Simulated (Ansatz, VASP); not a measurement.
# InSb: VASP beside Ansatz

```xyz
2
Lattice="0.0000 3.2391 3.2391 2.9962 0.0000 3.2391 2.9962 3.2391 0.0000" Properties=species:S:1:pos:R:3 pbc="T T T"
In    0.0000    0.0000    0.0000
Sb    4.4943    4.8586    4.8586
```

Change from the starting cell: strain -0.0750 x Voigt [1, 0, 0, 0, 0, 0], atoms carried along.

Alike in both runs: task single point; functional PBE; k mesh 12 × 12 × 12; occupations gaussian, width 0.15 eV; no spin polarisation.

|  | VASP | Ansatz |
| --- | --- | --- |
| version | VASP 6.6.1 | Ansatz 0.2.0 |
| potentials or method | VASP PAW PBE potentials, release 64 (In_d, Sb), cutoff 520 eV | scalar-relativistic, plane waves, PAW |
| valence electrons in the cell | 18 | 28 |

|  | VASP | Ansatz | Ansatz less VASP |
| --- | --- | --- | --- |
| gap on the k mesh at the Fermi level (eV) | none | none | - |
| pressure (GPa) | 7.7 | 7.8 | +0.03 |
| traceless stress, the component that is largest in VASP (GPa) | 0.96 | 0.96 | -0.003 |

A gap of «none» marks a metal or a gap that the smearing closes. VASP's potentials hold 18 valence electrons a cell and Ansatz's 28, so a difference there can come from the potentials and not from the codes.

Neither program's run includes spin-orbit coupling.
